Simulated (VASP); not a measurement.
# BaTiO3 (Barioperovskite) (Amm2) in VASP: further runs

BaTiO3 (Barioperovskite) is run at these levels: r2SCAN; tasks: single point.

All numbers are computed with VASP 6.6.1; they aren't measurements. Logs are shortened: lines on timing, memory, paths and dates and some standing lists are left out, and cuts for length are marked.

## 1. The cell of the first run

Symmetry: Amm2, No. 38, orthorhombic system. Conventional cell: a = 4.055 Å, b = 5.773 Å, c = 5.790 Å, α = 90.00°, β = 90.00°, γ = 90.00°. Within 3.7 Å of Ba (site symmetry mm2) lie 12 O at 2.82 to 2.97 Å and 8 Ti at 3.48 to 3.59 Å. Ti (site symmetry mm2) has 6 O at 1.96 to 2.13 Å within 2.6 Å. Within 2.7 Å of O (site symmetry mm2) lie 2 Ti at 2.03 Å. Within 2.6 Å of O (site symmetry m) lie 2 Ti at 1.96 to 2.13 Å.

## 2. Single point, r2SCAN

The input, POSCAR:

```
BaTiO3
1.0
    4.0551297633      0.0000000000      0.0000000000
    0.0000000000      2.8864628341      2.8948569680
    0.0000000000     -2.8864628341      2.8948569680
Ba Ti O
1 1 3
Direct
    0.0000000000      0.0000000000      0.0000000000
    0.5000000000      0.5124000000      0.5124000000
    0.0000000000      0.4874000000      0.4874000000
    0.5000000000      0.5052400000      0.9918400000
    0.5000000000      0.9918400000      0.5052400000
```

The input, INCAR.step1:

```
SYSTEM = BaTiO3
PREC = Accurate ; ENCUT = 520
ISMEAR = 0 ; SIGMA = 0.01
LREAL = .False. ; LASPH = .True.
NELM = 60 ; NBANDS = 28
GGA = PE ; ALGO = Normal
EDIFF = 1E-4 ; LWAVE = .True.
LCHARG = .False.
```

The input, INCAR.step2:

```
SYSTEM = BaTiO3
PREC = Accurate ; ENCUT = 520
EDIFF = 1E-6 ; ISMEAR = 0
SIGMA = 0.01 ; LREAL = .False.
LASPH = .True. ; NELM = 60
ALGO = Normal ; ISIF = 2
LWAVE = .False. ; LCHARG = .True.
METAGGA = R2SCAN ; LMIXTAU = .True.
LELF = .True. ; LVHAR = .True.
NBANDS = 28 ; ISTART = 1
```

The input, KPOINTS:

```
regular mesh
0
Gamma
  6 6 6
  0 0 0
```

Potentials or basis: VASP PAW PBE potentials, release 64 (Ba_sv, Ti_sv, O).

Command:

```
cat potpaw_PBE.64/Ba_sv/POTCAR potpaw_PBE.64/Ti_sv/POTCAR potpaw_PBE.64/O/POTCAR > POTCAR
cp INCAR.step1 INCAR
mpirun -np 1 vasp_std > vasp.out
cp INCAR.step2 INCAR
mpirun -np 1 vasp_std > vasp.out
```

OUTCAR:

```text
SYSTEM = BaTiO3
   PREC = Accurate
   ENCUT = 520
   EDIFF = 1E-6
   ISMEAR = 0
   LREAL = .False.
   LASPH = .True.
   NELM = 60
   ISIF = 2
   METAGGA = R2SCAN
   ISTART = 1

 ion  position               nearest neighbor table
   1  0.000  0.000  0.000-   3 2.82   4 2.86   5 2.86   4 2.86   5 2.86   3 2.89   3 2.89   4 2.89
                             5 2.89   5 2.89   4 2.89   3 2.97   2 3.48   2 3.48   2 3.53   2 3.53
   2  0.500  0.512  0.512-   4 1.96   5 1.96   3 2.03   3 2.03   5 2.13   4 2.13   1 3.48   1 3.48
                             1 3.53   1 3.53   1 3.53   1 3.53   1 3.59   1 3.59
   3  0.000  0.487  0.487-   2 2.03   2 2.03   1 2.82   1 2.89   1 2.89   1 2.97
   4  0.500  0.505  0.992-   2 1.96   2 2.13   1 2.86   1 2.86   1 2.89   1 2.89
   5  0.500  0.992  0.505-   2 1.96   2 2.13   1 2.86   1 2.86   1 2.89   1 2.89

  LATTYP: Found a base centered orthorhombic cell.
 ALAT       =     5.7729256682
 B/A-ratio  =     1.0029081039
 C/A-ratio  =     0.7024392823

  Lattice vectors:

 A1 = (   0.0000000000,   2.8864628341,  -2.8948569680)
 A2 = (   0.0000000000,   2.8864628341,   2.8948569680)
 A3 = (   4.0551297633,   0.0000000000,   0.0000000000)

Analysis of symmetry for initial positions (statically):
=====================================================================
 Subroutine PRICEL returns:
 Original cell was already a primitive cell.

 Routine SETGRP: Setting up the symmetry group for a
 base centered orthorhombic supercell.

 Subroutine GETGRP returns: Found  4 space group operations
 (whereof  4 operations were pure point group operations)
 out of a pool of  8 trial point group operations.

The static configuration has the point symmetry C_2v.

Analysis of symmetry for dynamics (positions and initial velocities):
=====================================================================
 Subroutine PRICEL returns:
 Original cell was already a primitive cell.

 Routine SETGRP: Setting up the symmetry group for a
 base centered orthorhombic supercell.

 Subroutine GETGRP returns: Found  4 space group operations
 (whereof  4 operations were pure point group operations)
 out of a pool of  8 trial point group operations.

The dynamic configuration has the point symmetry C_2v.

 Subroutine INISYM returns: Found  4 space group operations
 (whereof  4 operations are pure point group operations),
 and found     1 'primitive' translations

----------------------------------------------------------------------------------------

                                     Primitive cell

  volume of cell :      67.7685

  direct lattice vectors                    reciprocal lattice vectors
     4.055129763  0.000000000  0.000000000     0.246601233  0.000000000  0.000000000
     0.000000000  2.886462834  2.894856968     0.000000000  0.173222393  0.172720105
     0.000000000 -2.886462834  2.894856968     0.000000000 -0.173222393  0.172720105

  length of vectors
     4.055129763  4.088014745  4.088014745     0.246601233  0.244618544  0.244618544

  position of ions in fractional coordinates (direct lattice)
     0.000000000  0.000000000  0.000000000
     0.500000000  0.512400000  0.512400000
     0.000000000  0.487400000  0.487400000
     0.500000000  0.505240000  0.991840000
     0.500000000  0.991840000  0.505240000

  ion indices of the primitive-cell ions
   primitive index   ion index
                 1           1
                 2           2
                 3           3
                 4           4
                 5           5

----------------------------------------------------------------------------------------

 KPOINTS: regular mesh

Automatic generation of k-mesh.
 Grid dimensions read from file:
 generate k-points for:    6    6    6

 Generating k-lattice:

  Cartesian coordinates                     Fractional coordinates (reciprocal lattice)
     0.041100206  0.000000000  0.000000000     0.166666667  0.000000000  0.000000000
     0.000000000  0.028870399  0.028786684     0.000000000  0.166666667  0.000000000
     0.000000000 -0.028870399  0.028786684     0.000000000  0.000000000  0.166666667

  Length of vectors
     0.041100206  0.040769757  0.040769757

  Shift w.r.t. Gamma in fractional coordinates (k-lattice)
     0.000000000  0.000000000  0.000000000

 Subroutine IBZKPT returns following result:
 ===========================================

 Found     52 irreducible k-points:

 Following reciprocal coordinates:
            Coordinates               Weight
  0.000000  0.000000  0.000000      1.000000
  0.166667  0.000000  0.000000      2.000000
  0.333333  0.000000  0.000000      2.000000
  0.500000  0.000000  0.000000      1.000000
  0.000000  0.166667  0.000000      4.000000
  0.166667  0.166667  0.000000      8.000000
[... 16 lines left out ...]
  0.333333  0.333333  0.166667      8.000000
  0.500000  0.333333  0.166667      4.000000
 [... further k-points ...]
   k-points           NKPTS =     52   k-points in BZ     NKDIM =     52   number of bands    NBANDS=     28
   number of dos      NEDOS =    301   number of ions     NIONS =      5
   total plane-waves  NPLWV =  27000
   dimension x,y,z NGX =    30 NGY =   30 NGZ =   30
   dimension x,y,z NGXF=    60 NGYF=   60 NGZF=   60
   ions per type =               1   1   3
   NGX,Y,Z   is equivalent  to a cutoff of  12.30, 12.20, 12.20 a.u.
   NGXF,Y,Z  is equivalent  to a cutoff of  24.60, 24.40, 24.40 a.u.
 SYSTEM =  BaTiO3
   PREC   = accura    normal or accurate (medium, high low for compatibility)
   ISTART =      1    job   : 0-new  1-cont  2-samecut
   ICHARG =      0    charge: 1-file 2-atom 10-const
   ISPIN  =      1    spin polarized calculation?
   LNONCOLLINEAR =      F non collinear calculations
   LSORBIT =      F    spin-orbit coupling
   LASPH  =      T    aspherical Exc in radial PAW
   ENCUT  =  520.0 eV  38.22 Ry    6.18 a.u.   7.54  7.60  7.60*2*pi/ulx,y,z
   NELM   =     60;   NELMIN=  2; NELMDL=  0     # of ELM steps
   EDIFF  = 0.1E-05   stopping-criterion for ELM
   LREAL  =      F    real-space projection
[... 7 lines left out ...]
   TEBEG  =    0.0;   TEEND  =   0.0 temperature during run
   PSTRESS=    0.0 pullay stress
   NELECT =      40.0000    total number of electrons
   NUPDOWN=      -1.0000    fix difference up-down
   EMIN   =  10.00;   EMAX   =-10.00  energy-range for DOS
   EFERMI =   0.00;   METHOD = LEGACY
   ISMEAR =     0;   SIGMA  =   0.01  broadening in eV -4-tet -1-fermi 0-gaus
   EFERMI_NEDOS =   21; number of points for ismear=-14 and -15
   IALGO  =     38    algorithm
   IMIX   =      4    mixing-type and parameters
     AMIX     =   0.40;   BMIX     =  1.00
     AMIX_MAG =   1.60;   BMIX_MAG =  1.00
  volume/ion in A,a.u.               =      13.55        91.46
  Fermi-wavevector in a.u.,A,eV,Ry     =   1.373258  2.595082 25.658387  1.885838
  Thomas-Fermi vector in A             =   2.498791
   LORBIT       =      0    0 simple, 1 ext, 2 COOP (PROOUT), +10 PAW based schemes
   METAGGA = R2SCAN    functional components
   LHFCALC =     F    Hartree Fock is set to
   AEXX    =    0.0000 exact exchange contribution
   IVDW    =     0    specifies the selected vdW correction
   LEPSILON=     F    determine dielectric tensor
   LRPA    =     F    only Hartree local field effects (RPA)
 non-spin polarized calculation
 Gauss-broadening in eV      SIGMA  =   0.01
  energy-cutoff  :      520.00
  volume of cell :       67.77
 maximum number of plane-waves:      1856
   NGX = 15   NGY = 15   NGZ = 15

 number of electron      39.9999998 magnetization

 Free energy of the ion-electron system (eV)
  ---------------------------------------------------
  ext. energy  EPLUGINS =         0.00000000
  ---------------------------------------------------
  free energy    TOTEN  =       -74.16662463 eV

  energy without entropy =      -74.16662463  energy(sigma->0) =      -74.16662463

 E-fermi :   3.1746     XC(G=0): -11.6027

 val. band max:        3.1147288848   @ k =   0.5000   0.5000   0.5000
 cond. band min:       5.2270526729   @ k =   0.0000   0.0000   0.0000
 fundamental gap:      2.1123237880
 Fermi energy:         3.1746486134

 k-point     1 :       0.0000    0.0000    0.0000
  band No.  band energies     occupation
      1     -55.9355      2.00000
      2     -31.0779      2.00000
      3     -31.0778      2.00000
      4     -31.0634      2.00000
      5     -22.5062      2.00000
      6     -14.6200      2.00000
[... 20 lines left out ...]
     27       8.6830      0.00000
     28      10.7724      0.00000

 k-point     2 :       0.1667    0.0000    0.0000
  band No.  band energies     occupation
      1     -55.9353      2.00000
      2     -31.0776      2.00000
      3     -31.0774      2.00000
      4     -31.0748      2.00000
      5     -22.4820      2.00000
      6     -14.6237      2.00000
[... 20 lines left out ...]
     27       9.1517      0.00000
     28      11.4173      0.00000

 k-point     3 :       0.3333    0.0000    0.0000
  band No.  band energies     occupation
      1     -55.9348      2.00000
      2     -31.0981      2.00000
      3     -31.0767      2.00000
      4     -31.0766      2.00000
      5     -22.4326      2.00000
      6     -14.6992      2.00000
[... 20 lines left out ...]
     27      10.3265      0.00000
     28      11.8197      0.00000

 k-point     4 :       0.5000    0.0000    0.0000
  band No.  band energies     occupation
      1     -55.9346      2.00000
      2     -31.1095      2.00000
      3     -31.0763      2.00000
      4     -31.0762      2.00000
      5     -22.4074      2.00000
      6     -14.7577      2.00000
[... 578 lines left out ...]
     27      10.9777      0.00000
     28      11.9778      0.00000

 k-point    23 :       0.3333    0.3333    0.1667
  band No.  band energies     occupation
      1     -55.9341      2.00000
      2     -31.1076      2.00000
      3     -31.0961      2.00000
      4     -31.0860      2.00000
      5     -22.3666      2.00000
      6     -14.3656      2.00000
[... 20 lines left out ...]
     27      11.7186      0.00000
     28      11.7875      0.00000

 k-point    24 :       0.5000    0.3333    0.1667
  band No.  band energies     occupation
      1     -55.9338      2.00000
      2     -31.1074      2.00000
      3     -31.1071      2.00000
      4     -31.0856      2.00000
      5     -22.3486      2.00000
      6     -14.3099      2.00000
[... 20 lines left out ...]
     27      11.6350      0.00000
     28      12.0459      0.00000

 [... further k-points ...]
[... 5 lines left out ...]
  --------------------------------------------------------------------------------------
  -------------------------------------------------------------------------------------
  Total       -3.0704295     -3.0224520     -3.2692881      0.0000000      0.0000000      0.0000000
  in kB      -72.5908501    -71.4565689    -77.2922500      0.0000000      0.0000000      0.0000000
  external PRESSURE =     -73.7798897 kB  Pullay stress =       0.0000000 kB

 VOLUME and BASIS-vectors are now :
 -----------------------------------------------------------------------------
  energy-cutoff  :      520.00
  volume of cell :       67.77
      direct lattice vectors                 reciprocal lattice vectors
     4.055129763  0.000000000  0.000000000     0.246601233  0.000000000  0.000000000
     0.000000000  2.886462834  2.894856968     0.000000000  0.173222393  0.172720105
     0.000000000 -2.886462834  2.894856968     0.000000000 -0.173222393  0.172720105

 POSITION                                       TOTAL-FORCE (eV/Angst)
 -----------------------------------------------------------------------------------
      0.00000      0.00000      0.00000         0.000000      0.000000      0.151940
      2.02756      0.00000      2.96665         0.000000      0.000000      0.384896
      0.00000      0.00000      2.82191         0.000000      0.000000      0.281605
      2.02756     -1.40455      4.33383         0.000000      0.166443     -0.409220
      2.02756      1.40455      4.33383         0.000000     -0.166443     -0.409220
 -----------------------------------------------------------------------------------
    total drift:                                0.000000      0.000001      0.010884

  FREE ENERGIE OF THE ION-ELECTRON SYSTEM (eV)
  ---------------------------------------------------
  free  energy   TOTEN  =       -74.1666246283 eV

  energy  without entropy=      -74.1666246283  energy(sigma->0) =      -74.16662463
```

It took 3.5 min on 1 thread of Intel Xeon Platinum 8488C (Sapphire Rapids), shared host; peak memory 0.23 GiB.

Results:

| Property | Result |
| --- | --- |
| Free energy | -74.1666 eV |
| Pressure | -7.4 GPa |
| Largest force | 0.442 eV/Å |
| Band gap on the k mesh | 2.11 eV, indirect (least direct gap 2.38 eV) |

Forces on the atoms (eV/Å):
```
Ba   0.000  0.000  0.152
Ti   0.000  0.000  0.385
O    0.000  0.000  0.282
O    0.000  0.166 -0.409
O    0.000 -0.166 -0.409
```

Levels at points of the mesh, in eV from the valence-band top:
| k point | band 17 | band 18 | band 19 | band 20 | band 21 | band 22 | band 23 | band 24 |
| --- | --- | --- | --- | --- | --- | --- | --- | --- |
| (0.00, 0.00, 0.00) | -1.04 | -0.38 | -0.30 | -0.26 | 2.11 | 2.17 | 2.30 | 3.93 |
| (0.50, 0.00, 0.00) | -1.73 | -1.66 | -0.85 | -0.81 | 2.28 | 3.60 | 3.68 | 3.91 |
| (0.00, 0.50, 0.00) | -1.77 | -1.59 | -0.83 | -0.77 | 2.32 | 3.62 | 3.65 | 3.95 |
| (0.50, 0.50, 0.00) | -1.79 | -0.93 | -0.92 | -0.08 | 3.64 | 3.65 | 4.04 | 4.66 |
| (0.00, 0.50, 0.50) | -1.72 | -0.95 | -0.91 | -0.13 | 3.63 | 3.68 | 4.03 | 4.77 |
| (0.50, 0.50, 0.50) | -2.42 | -0.05 | -0.01 | 0.00 | 4.21 | 4.24 | 4.26 | 6.96 |

Caveat: the PAW data sets were made with another functional, which shifts forces and pressure a little; spin-orbit coupling is left out, which moves the levels of the heavy elements.

[end of part 1 of 2]
